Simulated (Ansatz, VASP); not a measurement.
## Two plane-wave programs on AlAs

INCAR

```
SYSTEM = AlAs
PREC = Accurate ; ENCUT = 500
EDIFF = 1E-6 ; ISMEAR = 0
SIGMA = 0.05 ; LREAL = .False.
LASPH = .True. ; NELM = 120
ALGO = Normal ; ISIF = 2
LWAVE = .False. ; LCHARG = .False.
GGA = PE ; IVDW = 13
NBANDS = 11 ; GGA_COMPAT = .False.
```

Contents of KPOINTS:

```
regular mesh
0
Gamma
  10 10 10
  0 0 0
```

Contents of POSCAR:

```
AlAs
1.0
    0.0000000000      2.8304000400      2.8304000400
    2.8304000400      0.0000000000      2.8304000400
    2.8304000400      2.8304000400      0.0000000000
Al As
1 1
Direct
    0.0000000000      0.0000000000      0.0000000000
    0.7500000000      0.7500000000      0.7500000000
```

Input for Ansatz:

```yaml
crystal:
  lattice:
    - [0.0, 2.83040004, 2.83040004]
    - [2.83040004, 0.0, 2.83040004]
    - [2.83040004, 2.83040004, 0.0]
  atoms:
    - { symbol: Al, position: [0.0, 0.0, 0.0] }
    - { symbol: As, position: [0.75, 0.75, 0.75] }
basis:
  ecutwfc: 420
  ecutrho_ratio: 4
kpoints:
  mp_grid: { grid: [10, 10, 10] }
hamiltonian:
  xc: pbe
  dispersion: d4
scf:
  occupations: { method: gaussian, width: 0.05 }
output:
  forces: true
  stress: true
```

Alike in both runs: task single point; functional PBE; dispersion D4; k mesh 10 × 10 × 10; occupations gaussian, width 0.05 eV; no spin polarisation.

|  | VASP | Ansatz |
| --- | --- | --- |
| version | VASP 6.6.1 | Ansatz 0.2.0 |
| potentials or method | VASP PAW PBE potentials, release 64 (Al, As), cutoff 500 eV | scalar-relativistic, plane waves, PAW |
| valence electrons in the cell | 8 | 18 |

Ansatz gave:

```
pressure (GPa) : 0.1
```

**Question.** What did VASP give for the same quantities?

**Answer.** Pressure (GPa): 0.3.

VASP's potentials hold 8 valence electrons a cell and Ansatz's 18, so a difference there can come from the potentials and not from the codes.
